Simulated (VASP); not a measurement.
# AlCu (Pm-3m) in VASP: single point with LDA

Aim: the single point of AlCu with LDA.

Everything below comes from runs of VASP 6.6.1. Logs are shortened: lines on timing, memory, paths and dates and some standing lists are left out, and cuts for length are marked.

### Step 1. The cell of the first run

It takes space group Pm-3m (No. 221, cubic). The conventional cell has a = 2.924 Å, b = 2.924 Å, c = 2.924 Å, α = 90.00°, β = 90.00°, γ = 90.00°. Within 3.3 Å of Al (site symmetry m-3m) lie 8 Cu at 2.53 Å and 6 Al at 2.92 Å. Within 3.3 Å of Cu (site symmetry m-3m) lie 8 Al at 2.53 Å and 6 Cu at 2.92 Å.

### Step 2. Single point, LDA

The input, INCAR:

```
SYSTEM = AlCu
ALGO = Normal
EDIFF = 1E-6
ENCUT = 820
GGA = CA
GGA_COMPAT = .False.
ISIF = 2
ISMEAR = 0
LASPH = .True.
LCHARG = .False.
LREAL = .False.
LWAVE = .False.
NBANDS = 18
NELM = 120
PREC = Accurate
SIGMA = 0.1
```

The input, KPOINTS:

```
k-points
0
Gamma
  14 14 14
  0 0 0
```

The input, POSCAR:

```
AlCu
1.0
    2.9237747823      0.0000000000      0.0000000000
    0.0000000000      2.9237747823      0.0000000000
    0.0000000000      0.0000000000      2.9237747823
Al Cu
1 1
Direct
    0.0000000000      0.0000000000      0.0000000000
    0.5000000000      0.5000000000      0.5000000000
```

Potentials or basis: VASP PAW LDA potentials, release 64 (Al, Cu_sv_GW).

Launch:

```bash
cat potpaw_LDA.64/Al/POTCAR potpaw_LDA.64/Cu_sv_GW/POTCAR > POTCAR
mpirun -np 1 vasp_std > vasp.out
```

OUTCAR:

```text
SYSTEM = AlCu
   EDIFF = 1E-6
   ENCUT = 820
   GGA = CA
   ISIF = 2
   ISMEAR = 0
   LASPH = .True.
   LREAL = .False.
   NELM = 120
   PREC = Accurate

 ion  position               nearest neighbor table
   1  0.000  0.000  0.000-   2 2.53   2 2.53   2 2.53   2 2.53   2 2.53   2 2.53   2 2.53   2 2.53

   2  0.500  0.500  0.500-   1 2.53   1 2.53   1 2.53   1 2.53   1 2.53   1 2.53   1 2.53   1 2.53

  LATTYP: Found a simple cubic cell.
 ALAT       =     2.9237747823

  Lattice vectors:

 A1 = (   2.9237747823,   0.0000000000,   0.0000000000)
 A2 = (   0.0000000000,   2.9237747823,   0.0000000000)
 A3 = (   0.0000000000,   0.0000000000,   2.9237747823)

Analysis of symmetry for initial positions (statically):
=====================================================================
 Subroutine PRICEL returns:
 Original cell was already a primitive cell.

 Routine SETGRP: Setting up the symmetry group for a
 simple cubic supercell.

 Subroutine GETGRP returns: Found 48 space group operations
 (whereof 48 operations were pure point group operations)
 out of a pool of 48 trial point group operations.

The static configuration has the point symmetry O_h .

Analysis of symmetry for dynamics (positions and initial velocities):
=====================================================================
 Subroutine PRICEL returns:
 Original cell was already a primitive cell.

 Routine SETGRP: Setting up the symmetry group for a
 simple cubic supercell.

 Subroutine GETGRP returns: Found 48 space group operations
 (whereof 48 operations were pure point group operations)
 out of a pool of 48 trial point group operations.

The dynamic configuration has the point symmetry O_h .

 Subroutine INISYM returns: Found 48 space group operations
 (whereof 48 operations are pure point group operations),
 and found     1 'primitive' translations

----------------------------------------------------------------------------------------

                                     Primitive cell

  volume of cell :      24.9938

  direct lattice vectors                    reciprocal lattice vectors
     2.923774782  0.000000000  0.000000000     0.342023608  0.000000000  0.000000000
     0.000000000  2.923774782  0.000000000     0.000000000  0.342023608  0.000000000
     0.000000000  0.000000000  2.923774782     0.000000000  0.000000000  0.342023608

  length of vectors
     2.923774782  2.923774782  2.923774782     0.342023608  0.342023608  0.342023608

  position of ions in fractional coordinates (direct lattice)
     0.000000000  0.000000000  0.000000000
     0.500000000  0.500000000  0.500000000

  ion indices of the primitive-cell ions
   primitive index   ion index
                 1           1
                 2           2

----------------------------------------------------------------------------------------

 KPOINTS: k-points

Automatic generation of k-mesh.
 Grid dimensions read from file:
 generate k-points for:   14   14   14

 Generating k-lattice:

  Cartesian coordinates                     Fractional coordinates (reciprocal lattice)
     0.024430258  0.000000000  0.000000000     0.071428571  0.000000000  0.000000000
     0.000000000  0.024430258  0.000000000     0.000000000  0.071428571  0.000000000
     0.000000000  0.000000000  0.024430258     0.000000000  0.000000000  0.071428571

  Length of vectors
     0.024430258  0.024430258  0.024430258

  Shift w.r.t. Gamma in fractional coordinates (k-lattice)
     0.000000000  0.000000000  0.000000000

 Subroutine IBZKPT returns following result:
 ===========================================

 Found    120 irreducible k-points:

 Following reciprocal coordinates:
            Coordinates               Weight
  0.000000  0.000000  0.000000      1.000000
  0.071429  0.000000  0.000000      6.000000
  0.142857  0.000000  0.000000      6.000000
  0.214286  0.000000  0.000000      6.000000
  0.285714  0.000000  0.000000      6.000000
  0.357143  0.000000  0.000000      6.000000
[... 16 lines left out ...]
  0.285714  0.214286  0.000000     24.000000
  0.357143  0.214286  0.000000     24.000000
 [... further k-points ...]
   k-points           NKPTS =    120   k-points in BZ     NKDIM =    120   number of bands    NBANDS=     18
   number of dos      NEDOS =    301   number of ions     NIONS =      2
   total plane-waves  NPLWV =  21952
   dimension x,y,z NGX =    28 NGY =   28 NGZ =   28
   dimension x,y,z NGXF=    56 NGYF=   56 NGZF=   56
   ions per type =               1   1
   NGX,Y,Z   is equivalent  to a cutoff of  15.92, 15.92, 15.92 a.u.
   NGXF,Y,Z  is equivalent  to a cutoff of  31.84, 31.84, 31.84 a.u.
 SYSTEM =  AlCu
   PREC   = accura    normal or accurate (medium, high low for compatibility)
   ISTART =      0    job   : 0-new  1-cont  2-samecut
   ICHARG =      2    charge: 1-file 2-atom 10-const
   ISPIN  =      1    spin polarized calculation?
   LNONCOLLINEAR =      F non collinear calculations
   LSORBIT =      F    spin-orbit coupling
   LASPH  =      T    aspherical Exc in radial PAW
   ENCUT  =  820.0 eV  60.27 Ry    7.76 a.u.   6.83  6.83  6.83*2*pi/ulx,y,z
   NELM   =    120;   NELMIN=  2; NELMDL= -5     # of ELM steps
   EDIFF  = 0.1E-05   stopping-criterion for ELM
   LREAL  =      F    real-space projection
   EDIFFG = 0.1E-04   stopping-criterion for IOM
   NSW    =      0    number of steps for IOM
   IBRION =     -1    ionic relax: 0-MD 1-quasi-New 2-CG
   NFREE  =      0    steps in history (QN), initial steepest desc. (CG)
   ISIF   =      2    stress and relaxation
   ISYM   =      2    0-nonsym 1-usesym 2-fastsym
   POTIM  = 0.5000    time-step for ionic-motion
   TEBEG  =    0.0;   TEEND  =   0.0 temperature during run
   PSTRESS=    0.0 pullay stress
   NELECT =      22.0000    total number of electrons
   NUPDOWN=      -1.0000    fix difference up-down
   EMIN   =  10.00;   EMAX   =-10.00  energy-range for DOS
   EFERMI =   0.00;   METHOD = LEGACY
   ISMEAR =     0;   SIGMA  =   0.10  broadening in eV -4-tet -1-fermi 0-gaus
   EFERMI_NEDOS =   21; number of points for ismear=-14 and -15
   IALGO  =     38    algorithm
   IMIX   =      4    mixing-type and parameters
     AMIX     =   0.40;   BMIX     =  1.00
     AMIX_MAG =   1.60;   BMIX_MAG =  1.00
  volume/ion in A,a.u.               =      12.50        84.33
  Fermi-wavevector in a.u.,A,eV,Ry     =   1.568936  2.964859 33.491546  2.461559
  Thomas-Fermi vector in A             =   2.670893
   LORBIT       =      0    0 simple, 1 ext, 2 COOP (PROOUT), +10 PAW based schemes
   GGA     = CA    functional components
   LHFCALC =     F    Hartree Fock is set to
   AEXX    =    0.0000 exact exchange contribution
   IVDW    =     0    specifies the selected vdW correction
   LEPSILON=     F    determine dielectric tensor
   LRPA    =     F    only Hartree local field effects (RPA)
 non-spin polarized calculation
 Gauss-broadening in eV      SIGMA  =   0.10
  energy-cutoff  :      820.00
  volume of cell :       24.99
 maximum number of plane-waves:      1357
 NGX is ok and might be reduce to    28
   NGX = 13   NGY = 13   NGZ = 13

 number of electron      21.9999993 magnetization

 Free energy of the ion-electron system (eV)
  ---------------------------------------------------
  ext. energy  EPLUGINS =         0.00000000
  ---------------------------------------------------
  free energy    TOTEN  =        -9.37602669 eV

  energy without entropy =       -9.37269888  energy(sigma->0) =       -9.37436278

 E-fermi :   9.7364     XC(G=0): -12.4407

 val. band max:        9.7297031091   @ k =   0.5000   0.5000   0.3571
 cond. band min:       9.7484990175   @ k =   0.5000   0.4286   0.2143
 fundamental gap:      0.0187959084
 Fermi energy:         9.7363954931

 k-point     1 :       0.0000    0.0000    0.0000
  band No.  band energies     occupation
      1    -103.4768      2.00000
      2     -61.4258      2.00000
      3     -61.4258      2.00000
      4     -61.4258      2.00000
      5      -2.3488      2.00000
      6       4.4146      2.00000
[... 10 lines left out ...]
     17      28.7292      0.00000
     18      28.7297      0.00000

 k-point     2 :       0.0714    0.0000    0.0000
  band No.  band energies     occupation
      1    -103.4767      2.00000
      2     -61.4262      2.00000
      3     -61.4257      2.00000
      4     -61.4257      2.00000
      5      -2.2580      2.00000
      6       4.4202      2.00000
[... 10 lines left out ...]
     17      27.6607      0.00000
     18      28.0149      0.00000

 k-point     3 :       0.1429    0.0000    0.0000
  band No.  band energies     occupation
      1    -103.4765      2.00000
      2     -61.4276      2.00000
      3     -61.4255      2.00000
      4     -61.4255      2.00000
      5      -1.9867      2.00000
      6       4.4240      2.00000
[... 10 lines left out ...]
     17      25.9224      0.00000
     18      25.9258      0.00000

 k-point     4 :       0.2143    0.0000    0.0000
  band No.  band energies     occupation
      1    -103.4763      2.00000
      2     -61.4297      2.00000
      3     -61.4252      2.00000
      4     -61.4252      2.00000
      5      -1.5386      2.00000
      6       4.3802      2.00000
[... 375 lines left out ...]
      4     -61.4248      2.00000
      5      -0.7502      2.00000
      6       4.4802      2.00000
[... 10 lines left out ...]
     17      24.4341      0.00000
     18      25.1420      0.00000

 k-point    23 :       0.2857    0.2143    0.0000
  band No.  band energies     occupation
      1    -103.4759      2.00000
      2     -61.4320      2.00000
      3     -61.4293      2.00000
      4     -61.4246      2.00000
      5      -0.1528      2.00000
      6       4.3288      2.00000
[... 10 lines left out ...]
     17      23.9079      0.00000
     18      25.3753      0.00000

 k-point    24 :       0.3571    0.2143    0.0000
  band No.  band energies     occupation
      1    -103.4758      2.00000
      2     -61.4344      2.00000
      3     -61.4292      2.00000
      4     -61.4245      2.00000
      5       0.5904      2.00000
      6       3.9349      2.00000
[... 10 lines left out ...]
     17      23.9203      0.00000
     18      25.5029      0.00000

 [... further k-points ...]

------------------------ aborting loop because EDIFF is reached ----------------------------------------

  FORCE on cell =-STRESS in cart. coord.  units (eV):
  Direction    XX          YY          ZZ          XY          YZ          ZX
  --------------------------------------------------------------------------------------
  -------------------------------------------------------------------------------------
  Total       -0.0388797     -0.0388797     -0.0388797      0.0000000      0.0000000      0.0000000
  in kB       -2.4923088     -2.4923088     -2.4923088      0.0000000      0.0000000      0.0000000
  external PRESSURE =      -2.4923088 kB  Pullay stress =       0.0000000 kB

 VOLUME and BASIS-vectors are now :
 -----------------------------------------------------------------------------
  energy-cutoff  :      820.00
  volume of cell :       24.99
      direct lattice vectors                 reciprocal lattice vectors
     2.923774782  0.000000000  0.000000000     0.342023608  0.000000000  0.000000000
     0.000000000  2.923774782  0.000000000     0.000000000  0.342023608  0.000000000
     0.000000000  0.000000000  2.923774782     0.000000000  0.000000000  0.342023608

 POSITION                                       TOTAL-FORCE (eV/Angst)
 -----------------------------------------------------------------------------------
      0.00000      0.00000      0.00000         0.000000      0.000000      0.000000
      1.46189      1.46189      1.46189         0.000000      0.000000      0.000000
 -----------------------------------------------------------------------------------
    total drift:                                0.000000      0.000000      0.000000

  FREE ENERGIE OF THE ION-ELECTRON SYSTEM (eV)
  ---------------------------------------------------
  free  energy   TOTEN  =        -9.3760266946 eV

  energy  without entropy=       -9.3726988753  energy(sigma->0) =       -9.37436278
```

Wall time 45 s (1 thread of Intel Xeon 6975P-C (Granite Rapids), shared host); peak memory 0.25 GiB.

Results:

* Free energy: -9.3760 eV
* Pressure: -0.2 GPa
* Band gap on the k mesh: zero (bands 11 and 12 overlap by 4.87 eV)

Levels at points of the mesh, in eV from the Fermi level:
| k point | band 9 | band 10 | band 11 | band 12 | band 13 | band 14 |
| --- | --- | --- | --- | --- | --- | --- |
| (0.00, 0.00, 0.00) | -4.17 | -4.17 | 3.97 | 3.97 | 3.97 | 6.52 |
| (0.50, 0.00, 0.00) | -4.66 | -4.11 | -3.33 | 7.31 | 8.26 | 8.26 |
| (0.50, 0.50, 0.00) | -3.99 | -3.99 | -3.74 | -0.90 | 0.07 | 10.65 |
| (0.50, 0.50, 0.50) | -3.72 | 0.59 | 0.59 | 0.59 | 2.22 | 2.39 |
